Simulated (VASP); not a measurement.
# Ge in VASP: single point with PBEsol-based screened hybrid with 25 % exact exchange

Aim: the single point of Ge with PBEsol-based screened hybrid with 25 % exact exchange.

Program: VASP 6.6.1. These are calculated values, not measurements. Logs are shortened: lines on timing, memory, paths and dates and some standing lists are left out, and cuts for length are marked.

### Step 1. The cell of the first run

The typed cell holds 1 atom: a = 2.822 Å, b = 2.822 Å, c = 2.710 Å, α = 90.00°, β = 90.00°, γ = 119.99°.

This isn't the form of Ge at room conditions, which is diamond.

### Step 2. Single point, PBEsol-based screened hybrid with 25 % exact exchange

POSCAR reads:

```
Ge
1.0
    1.4112015457     -2.4440067573      0.0000000000
    1.4112015457      2.4440067573      0.0000000000
    0.0000000000      0.0000000000      2.7102363212
Ge
1
Direct
    0.5000000000      0.5000000000      0.0000000000
```

INCAR.step1 reads:

```
  PREC = Accurate
  ENCUT = 520
  EDIFF = 1E-5
  ISMEAR = -1
  SIGMA = 0.05
  LREAL = False
  LASPH = True
  NELM = 60
  ALGO = Normal
  ISIF = 2
  LWAVE = True
  LCHARG = False
  NBANDS = 13
  GGA = PE
```

INCAR.step2 reads:

```
  PREC = Accurate
  ENCUT = 520
  EDIFF = 1E-7
  ISMEAR = -1
  SIGMA = 0.05
  LREAL = False
  LASPH = True
  NELM = 60
  ALGO = Normal
  ISIF = 2
  LWAVE = False
  LCHARG = False
  GGA = PS
  LHFCALC = True
  AEXX = 0.25
  HFSCREEN = 0.207
  PRECFOCK = Normal
  NBANDS = 13
  ISTART = 1
```

KPOINTS reads:

```
Automatic mesh
0
Gamma
  6 6 5
```

Potentials or basis: VASP PAW PBE potentials, release 64 (Ge_d).

Started as:

```sh
> cat potpaw_PBE.64/Ge_d/POTCAR > POTCAR
> cp INCAR.step1 INCAR
> mpirun -np 1 vasp_std > vasp.out
> cp INCAR.step2 INCAR
> mpirun -np 1 vasp_std > vasp.out
```

OUTCAR:

```text
PREC = Accurate
   ENCUT = 520
   EDIFF = 1E-7
   ISMEAR = -1
   LREAL = False
   LASPH = True
   NELM = 60
   ISIF = 2
   GGA = PS
   LHFCALC = True
   AEXX = 0.25
   HFSCREEN = 0.207
   PRECFOCK = Normal
   ISTART = 1

 ion  position               nearest neighbor table
   1  0.500  0.500  0.000-

  LATTYP: Found a base centered orthorhombic cell.
 ALAT       =     2.8224030914
 B/A-ratio  =     1.7318623018
 C/A-ratio  =     0.9602584158

  Lattice vectors:

 A1 = (   1.4112015457,  -2.4440067573,   0.0000000000)
 A2 = (   1.4112015457,   2.4440067573,   0.0000000000)
 A3 = (   0.0000000000,   0.0000000000,   2.7102363212)

Analysis of symmetry for initial positions (statically):
=====================================================================
 Subroutine PRICEL returns:
 Original cell was already a primitive cell.

 Routine SETGRP: Setting up the symmetry group for a
 base centered orthorhombic supercell.

 Subroutine GETGRP returns: Found  8 space group operations
 (whereof  8 operations were pure point group operations)
 out of a pool of  8 trial point group operations.

The static configuration has the point symmetry D_2h.

Analysis of symmetry for dynamics (positions and initial velocities):
=====================================================================
 Subroutine PRICEL returns:
 Original cell was already a primitive cell.

 Routine SETGRP: Setting up the symmetry group for a
 base centered orthorhombic supercell.

 Subroutine GETGRP returns: Found  8 space group operations
 (whereof  8 operations were pure point group operations)
 out of a pool of  8 trial point group operations.

The dynamic configuration has the point symmetry D_2h.

 Subroutine INISYM returns: Found  8 space group operations
 (whereof  8 operations are pure point group operations),
 and found     1 'primitive' translations

----------------------------------------------------------------------------------------

                                     Primitive cell

  volume of cell :      18.6951

  direct lattice vectors                    reciprocal lattice vectors
     1.411201546 -2.444006757  0.000000000     0.354308002 -0.204582086  0.000000000
     1.411201546  2.444006757  0.000000000     0.354308002  0.204582086  0.000000000
     0.000000000  0.000000000  2.710236321     0.000000000  0.000000000  0.368971514

  length of vectors
     2.822172715  2.822172715  2.710236321     0.409130774  0.409130774  0.368971514

  position of ions in fractional coordinates (direct lattice)
     0.500000000  0.500000000  0.000000000

  ion indices of the primitive-cell ions
   primitive index   ion index
                 1           1

----------------------------------------------------------------------------------------

 KPOINTS: Automatic mesh

Automatic generation of k-mesh.
 Grid dimensions read from file:
 generate k-points for:    6    6    5

 Generating k-lattice:

  Cartesian coordinates                     Fractional coordinates (reciprocal lattice)
     0.059051334 -0.034097014  0.000000000     0.166666667  0.000000000  0.000000000
     0.059051334  0.034097014  0.000000000     0.000000000  0.166666667  0.000000000
     0.000000000  0.000000000  0.073794303     0.000000000  0.000000000  0.200000000

  Length of vectors
     0.068188462  0.068188462  0.073794303

  Shift w.r.t. Gamma in fractional coordinates (k-lattice)
     0.000000000  0.000000000  0.000000000

 Subroutine IBZKPT returns following result:
 ===========================================

 Found     39 irreducible k-points:

 Following reciprocal coordinates:
            Coordinates               Weight
  0.000000  0.000000  0.000000      1.000000
  0.166667  0.000000  0.000000      4.000000
  0.333333  0.000000  0.000000      4.000000
  0.500000 -0.000000  0.000000      2.000000
  0.166667  0.166667  0.000000      2.000000
  0.333333  0.166667  0.000000      4.000000
[... 16 lines left out ...]
  0.333333  0.333333  0.200000      4.000000
  0.500000  0.333333  0.200000      8.000000
 [... further k-points ...]
   k-points           NKPTS =     39   k-points in BZ     NKDIM =    180   number of bands    NBANDS=     13
   number of dos      NEDOS =    301   number of ions     NIONS =      1
   total plane-waves  NPLWV =  11520
   dimension x,y,z NGX =    24 NGY =   24 NGZ =   20
   dimension x,y,z NGXF=    48 NGYF=   48 NGZF=   40
   ions per type =               1
   NGX,Y,Z   is equivalent  to a cutoff of  14.14, 14.14, 12.27 a.u.
   NGXF,Y,Z  is equivalent  to a cutoff of  28.28, 28.28, 24.54 a.u.
 SYSTEM =  unknown system
   PREC   = accura    normal or accurate (medium, high low for compatibility)
   ISTART =      1    job   : 0-new  1-cont  2-samecut
   ICHARG =      0    charge: 1-file 2-atom 10-const
   ISPIN  =      1    spin polarized calculation?
   LNONCOLLINEAR =      F non collinear calculations
   LSORBIT =      F    spin-orbit coupling
   LASPH  =      T    aspherical Exc in radial PAW
   ENCUT  =  520.0 eV  38.22 Ry    6.18 a.u.   5.25  5.25  5.04*2*pi/ulx,y,z
   NELM   =     60;   NELMIN=  2; NELMDL=  0     # of ELM steps
   EDIFF  = 0.1E-06   stopping-criterion for ELM
   LREAL  =      F    real-space projection
   EDIFFG = 0.1E-05   stopping-criterion for IOM
   NSW    =      0    number of steps for IOM
   IBRION =     -1    ionic relax: 0-MD 1-quasi-New 2-CG
   NFREE  =      0    steps in history (QN), initial steepest desc. (CG)
   ISIF   =      2    stress and relaxation
   ISYM   =      3    0-nonsym 1-usesym 2-fastsym
   POTIM  = 0.5000    time-step for ionic-motion
   TEBEG  =    0.0;   TEEND  =   0.0 temperature during run
   PSTRESS=    0.0 pullay stress
   NELECT =      14.0000    total number of electrons
   NUPDOWN=      -1.0000    fix difference up-down
   EMIN   =  10.00;   EMAX   =-10.00  energy-range for DOS
   EFERMI =   0.00;   METHOD = LEGACY
   ISMEAR =    -1;   SIGMA  =   0.05  broadening in eV -4-tet -1-fermi 0-gaus
   EFERMI_NEDOS =   21; number of points for ismear=-14 and -15
   IALGO  =     38    algorithm
   IMIX   =      1    mixing-type and parameters
     AMIX     =   0.40;   BMIX     =  1.00
     AMIX_MAG =   1.60;   BMIX_MAG =  1.00
  volume/ion in A,a.u.               =      18.70       126.16
  Fermi-wavevector in a.u.,A,eV,Ry     =   1.486647  2.809356 30.070515  2.210120
  Thomas-Fermi vector in A             =   2.599907
   LORBIT       =      0    0 simple, 1 ext, 2 COOP (PROOUT), +10 PAW based schemes
   GGA     = PS    functional components
   LHFCALC =     T    Hartree Fock is set to
   PRECFOCK=normal    Normal, Fast or Accurate (Low or Medium for compatibility)
   ENCUT4O =  -1.0   cutoff for four orbital integrals eV
   NKREDX  =     1    reduce k-point grid by
   NKREDY  =     1    reduce k-point grid by
   NKREDZ  =     1    reduce k-point grid by
   AEXX    =    0.2500 exact exchange contribution
   HFSCREEN=    0.2070 screening length (either q_TF or 0.3 A-1)
   HFSCREENC=   0.2070 screening length for correlation (either q_TF or 0.3 A-1)
   ENCUTFOCK=  -1.0 apply spherical cutoff to Coloumb kernel
   IVDW    =     0    specifies the selected vdW correction
   LEPSILON=     F    determine dielectric tensor
   LRPA    =     F    only Hartree local field effects (RPA)
 non-spin polarized calculation
  energy-cutoff  :      520.00
  volume of cell :       18.70
 maximum number of plane-waves:       515
 NGX is ok and might be reduce to    24
  NGX = 16; NGY = 16; NGZ = 16

 number of electron      13.9999998 magnetization

 Free energy of the ion-electron system (eV)
  ---------------------------------------------------
  ext. energy  EPLUGINS =         0.00000000
  ---------------------------------------------------
  free energy    TOTEN  =        -5.30653688 eV

  energy without entropy =       -5.30417161  energy(sigma->0) =       -5.30535425

 E-fermi :   6.4102     XC(G=0):  -9.3710

 val. band max:        6.2523994996   @ k =   0.5000   0.3333   0.4000
 cond. band min:       7.3022318282   @ k =   0.0000   0.0000   0.2000
 fundamental gap:      1.0498323286
 Fermi energy:         6.4101696824

 k-point     1 :       0.0000    0.0000    0.0000
  band No.  band energies     occupation
      1     -21.5001      2.00000
      2     -21.4286      2.00000
      3     -21.4285      2.00000
      4     -21.2651      2.00000
      5     -21.2650      2.00000
      6      -8.3227      2.00000
      7      13.5082      0.00000
      8      16.4147      0.00000
      9      16.4168      0.00000
     10      17.1328      0.00000
     11      22.0713      0.00000
     12      22.0746      0.00000
     13      22.9951      0.00000

 k-point     2 :       0.1667    0.0000    0.0000
  band No.  band energies     occupation
      1     -21.4846      2.00000
      2     -21.4324      2.00000
      3     -21.3933      2.00000
      4     -21.2805      2.00000
      5     -21.2686      2.00000
      6      -7.5569      2.00000
      7      11.2070      0.00000
      8      14.2142      0.00000
      9      14.5307      0.00000
     10      17.6913      0.00000
     11      19.1604      0.00000
     12      25.2633      0.00000
     13      26.2574      0.00000

 k-point     3 :       0.3333    0.0000    0.0000
  band No.  band energies     occupation
      1     -21.4896      2.00000
      2     -21.4059      2.00000
      3     -21.3224      2.00000
      4     -21.3116      2.00000
      5     -21.2759      2.00000
      6      -5.2664      2.00000
      7       4.6231      2.00000
      8      12.4432      0.00000
      9      16.1523      0.00000
     10      16.2908      0.00000
     11      20.5007      0.00000
     12      26.8679      0.00000
     13      27.9076      0.00000
[... 305 lines left out ...]
 k-point    23 :       0.3333    0.3333    0.2000
  band No.  band energies     occupation
      1     -21.3670      2.00000
      2     -21.3670      2.00000
      3     -21.3403      2.00000
      4     -21.3357      2.00000
      5     -21.3357      2.00000
      6      -0.1130      2.00000
      7       3.5204      2.00000
      8       3.5204      2.00000
      9      13.4956      0.00000
     10      18.4527      0.00000
     11      18.4531      0.00000
     12      29.0870      0.00000
     13      29.0908      0.00000

 k-point    24 :       0.5000    0.3333    0.2000
  band No.  band energies     occupation
      1     -21.4425      2.00000
      2     -21.3499      2.00000
      3     -21.3472      2.00000
      4     -21.3125      2.00000
      5     -21.3049      2.00000
      6      -2.2259      2.00000
      7       3.1682      2.00000
      8       8.1826      0.00000
      9      12.0768      0.00000
     10      17.9086      0.00000
     11      21.5397      0.00000
     12      23.0506      0.00000
     13      29.4617      0.00000

 [... further k-points ...]
[... 5 lines left out ...]
  --------------------------------------------------------------------------------------
  -------------------------------------------------------------------------------------
  Total        0.0153108      0.0175208      0.0086631      0.0000000      0.0000000      0.0000000
  in kB        1.3121368      1.5015378      0.7424321      0.0000000      0.0000000      0.0000000
  external PRESSURE =       1.1853689 kB  Pullay stress =       0.0000000 kB

 VOLUME and BASIS-vectors are now :
 -----------------------------------------------------------------------------
  energy-cutoff  :      520.00
  volume of cell :       18.70
      direct lattice vectors                 reciprocal lattice vectors
     1.411201546 -2.444006757  0.000000000     0.354308002 -0.204582086  0.000000000
     1.411201546  2.444006757  0.000000000     0.354308002  0.204582086  0.000000000
     0.000000000  0.000000000  2.710236321     0.000000000  0.000000000  0.368971514

 POSITION                                       TOTAL-FORCE (eV/Angst)
 -----------------------------------------------------------------------------------
      1.41120      0.00000      0.00000         0.000000      0.000000      0.000000
 -----------------------------------------------------------------------------------
    total drift:                               -0.000000      0.000000      0.000000

  FREE ENERGIE OF THE ION-ELECTRON SYSTEM (eV)
  ---------------------------------------------------
  free  energy   TOTEN  =        -5.3065368820 eV

  energy  without entropy=       -5.3041716105  energy(sigma->0) =       -5.30535425
```

Run time: 18 min. Hardware: 1 thread of Oxide Virtual Turin-like, shared host; peak memory 0.21 GiB.

Results:

```
Free energy            : -5.3065 eV
Pressure               : 0.1 GPa
Band gap on the k mesh : zero (bands 7 and 8 overlap by 10.78 eV)
```

Caveat: the k points lie up to 0.46 Å⁻¹ apart, too coarse for converged energies and pressures of a metal; the PAW data sets were made with another functional, which shifts forces and pressure a little.

The gap in the log of VASP goes by the Fermi energy; the results here count the filled bands.